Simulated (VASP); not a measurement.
# AlCu in VASP: further runs, part 2 of 2

VASP 6.6.1. Earlier steps stand in the parts before.

### 4 Single point, PBEsol (atoms displaced along a vibrational mode, the cell strained)

Input file INCAR:

```
SYSTEM = AlCu
  PREC = Accurate
  ENCUT = 520
  EDIFF = 1E-7
  ISMEAR = 0
  SIGMA = 0.15
  LREAL = .FALSE.
  LASPH = .TRUE.
  NELM = 100
  ALGO = Fast
  ISIF = 2
  LWAVE = .FALSE.
  LCHARG = .TRUE.
  GGA = PS
  LELF = .TRUE.
  LVHAR = .TRUE.
  NBANDS = 14
```

Input file KPOINTS:

```
Automatic mesh
0
G
  16 16 16
  0 0 0
```

Input file POSCAR:

```
AlCu
1.0
    2.9314613133      0.0000000000      0.0000000000
    0.0000000000      2.9314613133      0.0000000000
    0.0000000000      0.0000000000      2.9314613133
Al Cu
1 1
Direct
   -0.0259472604      0.0000000000      0.0000000000
    0.5110171687      0.5000000000      0.5000000000
```

Potentials or basis: VASP PAW PBE potentials, release 64 (Al, Cu).

Run with:

```
> cat potpaw_PBE.64/Al/POTCAR potpaw_PBE.64/Cu/POTCAR > POTCAR
> mpirun -np 1 vasp_std > vasp.out
```

OUTCAR:

```text
SYSTEM = AlCu
   PREC = Accurate
   ENCUT = 520
   EDIFF = 1E-7
   ISMEAR = 0
   LREAL = .FALSE.
   LASPH = .TRUE.
   NELM = 100
   ISIF = 2
   GGA = PS

 ion  position               nearest neighbor table
   1  0.974  0.000  0.000-   2 2.48   2 2.48   2 2.48   2 2.48   2 2.60   2 2.60   2 2.60   2 2.60

   2  0.511  0.500  0.500-   1 2.48   1 2.48   1 2.48   1 2.48   1 2.60   1 2.60   1 2.60   1 2.60

  LATTYP: Found a simple cubic cell.
 ALAT       =     2.9314613133

  Lattice vectors:

 A1 = (   2.9314613133,   0.0000000000,   0.0000000000)
 A2 = (   0.0000000000,   2.9314613133,   0.0000000000)
 A3 = (   0.0000000000,   0.0000000000,   2.9314613133)

Analysis of symmetry for initial positions (statically):
=====================================================================
 Subroutine PRICEL returns:
 Original cell was already a primitive cell.

 Routine SETGRP: Setting up the symmetry group for a
 simple cubic supercell.

 Subroutine GETGRP returns: Found  8 space group operations
 (whereof  8 operations were pure point group operations)
 out of a pool of 48 trial point group operations.

[... 178 lines left out ...]
      6       5.6894      2.00000
      7      13.8107      0.00000
      8      13.8107      0.00000
      9      13.8269      0.00000
     10      16.2349      0.00000
     11      16.2355      0.00000
     12      20.7395      0.00000
     13      28.7484      0.00000
     14      28.7683      0.00000
[... 377 lines left out ...]
      1      -1.5279      2.00000
      2       4.5533      2.00000
      3       4.6494      2.00000
      4       5.4949      2.00000
      5       5.5344      2.00000
      6       5.6889      2.00000
      7      10.0555      0.06551
      8      13.6406      0.00000
      9      14.6663      0.00000
     10      16.9712      0.00000
     11      19.2699      0.00000
     12      23.4827      0.00000
     13      24.0036      0.00000
     14      25.0277      0.00000

 [... further k-points ...]

------------------------ aborting loop because EDIFF is reached ----------------------------------------

  FORCE on cell =-STRESS in cart. coord.  units (eV):
  Direction    XX          YY          ZZ          XY          YZ          ZX
  --------------------------------------------------------------------------------------
  -------------------------------------------------------------------------------------
  Total        0.6034388      0.6983371      0.6983371      0.0000000     -0.0000000      0.0000000
  in kB       38.3787932     44.4143395     44.4143395      0.0000000     -0.0000000      0.0000000
  external PRESSURE =      42.4024907 kB  Pullay stress =       0.0000000 kB

 VOLUME and BASIS-vectors are now :
 -----------------------------------------------------------------------------
  energy-cutoff  :      520.00
  volume of cell :       25.19
      direct lattice vectors                 reciprocal lattice vectors
     2.931461313  0.000000000  0.000000000     0.341126794  0.000000000  0.000000000
     0.000000000  2.931461313  0.000000000     0.000000000  0.341126794  0.000000000
     0.000000000  0.000000000  2.931461313     0.000000000  0.000000000  0.341126794

 POSITION                                       TOTAL-FORCE (eV/Angst)
 -----------------------------------------------------------------------------------
      2.85540      0.00000      0.00000         0.541515      0.000000      0.000000
      1.49803      1.46573      1.46573        -0.541515      0.000000     -0.000000
 -----------------------------------------------------------------------------------
    total drift:                                0.000717     -0.000000     -0.000002

  FREE ENERGIE OF THE ION-ELECTRON SYSTEM (eV)
  ---------------------------------------------------
  free  energy   TOTEN  =        -8.6792625202 eV

  energy  without entropy=       -8.6729053321  energy(sigma->0) =       -8.67608393
```

stdout:

```text
POSCAR found type information on POSCAR AlCu
 POSCAR found :  2 types and       2 ions
 scaLAPACK will be used
 -----------------------------------------------------------------------------
|                                                                             |
|                                                                             |
|     You enforced a specific xc type in the INCAR file but a different       |
|     I HOPE YOU KNOW WHAT YOU ARE DOING!                                     |
|                                                                             |
 -----------------------------------------------------------------------------

 LDA part: xc-table for (Slater+PW92), standard interpolation
 POSCAR, INCAR and KPOINTS ok, starting setup
 FFT: planning ... GRIDC
 FFT: planning ... GRID_SOFT
 FFT: planning ... GRID
 WAVECAR not read
 entering main loop
WARNING in EDDRMM: call to ZHEGV failed, returncode =   8  4     13
WARNING in EDDRMM: call to ZHEGV failed, returncode =   8  4     13
WARNING in EDDRMM: call to ZHEGV failed, returncode =   8  4     12
WARNING in EDDRMM: call to ZHEGV failed, returncode =   6  3     12
 num prob WARNING in EDDRMM: call to ZHEGV failed, returncode =   6  3     13
WARNING in EDDRMM: call to ZHEGV failed, returncode =   6  3     13
```

Run time: 3.9 min. Hardware: 1 thread of Intel Xeon 8259CL, shared host; peak memory 0.26 GiB.

What came out:

- Free energy: -8.6793 eV
- Pressure: 4.2 GPa
- Largest force: 0.542 eV/Å
- Band gap on the k mesh: zero (bands 7 and 8 overlap by 4.87 eV)

Forces on the atoms (eV/Å):
```
Al   0.542  0.000  0.000
Cu  -0.542  0.000  0.000
```

Levels at points of the mesh, in eV from the Fermi level:
| k point | band 3 | band 4 | band 5 | band 6 | band 7 | band 8 | band 9 | band 10 | band 11 | band 12 |
| --- | --- | --- | --- | --- | --- | --- | --- | --- | --- | --- |
| (0.00, 0.00, 0.00) | -5.30 | -4.18 | -4.17 | -4.17 | 3.95 | 3.95 | 3.97 | 6.37 | 6.38 | 10.88 |
| (0.50, 0.00, 0.00) | -5.02 | -4.65 | -4.65 | -4.12 | -3.34 | 7.21 | 8.15 | 8.15 | 9.04 | 9.04 |
| (0.00, 0.50, 0.00) | -5.01 | -4.66 | -4.64 | -4.11 | -3.35 | 7.20 | 8.23 | 8.27 | 8.90 | 8.97 |
| (0.50, 0.50, 0.00) | -4.55 | -4.53 | -4.03 | -3.99 | -3.75 | -0.91 | 0.00 | 10.70 | 13.07 | 13.19 |
| (0.00, 0.50, 0.50) | -4.57 | -4.57 | -3.99 | -3.99 | -3.76 | -0.92 | 0.00 | 10.72 | 12.89 | 12.89 |
| (0.50, 0.50, 0.50) | -5.86 | -3.74 | -3.73 | 0.50 | 0.50 | 0.56 | 2.04 | 2.34 | 2.34 | 2.52 |

Caveat: the cell differs from its parent crystal (atoms displaced along a vibrational mode, the cell strained); the cell stands under pressure; the PAW data sets were made with another functional, which shifts forces and pressure a little.

### 5 The runs side by side

```csv
cell,gap on the mesh (eV),pressure (GPa),largest force (eV/Å)
"a = 3.030 Å, 2 atoms, atomic positions A",none,-7.6,-
"a = 2.931 Å, 2 atoms, atomic positions B",none,3.5,0.27
"a = 2.931 Å, 2 atoms, atomic positions C",none,4.2,0.54
```

Alike in all rows: task single point; level PBEsol; potentials or basis VASP PAW PBE potentials, release 64 (Al, Cu); no spin polarisation; k mesh 16 × 16 × 16; cutoff (eV) 520; smearing gaussian 0.15 eV.

Caveats: the PAW data sets were made with another functional, which shifts forces and pressure a little; the cell stands under pressure (at least some runs); the cell stands under tension (at least some runs).

Total energies depend on the potentials used, so only differences within one code and one set of settings carry meaning.
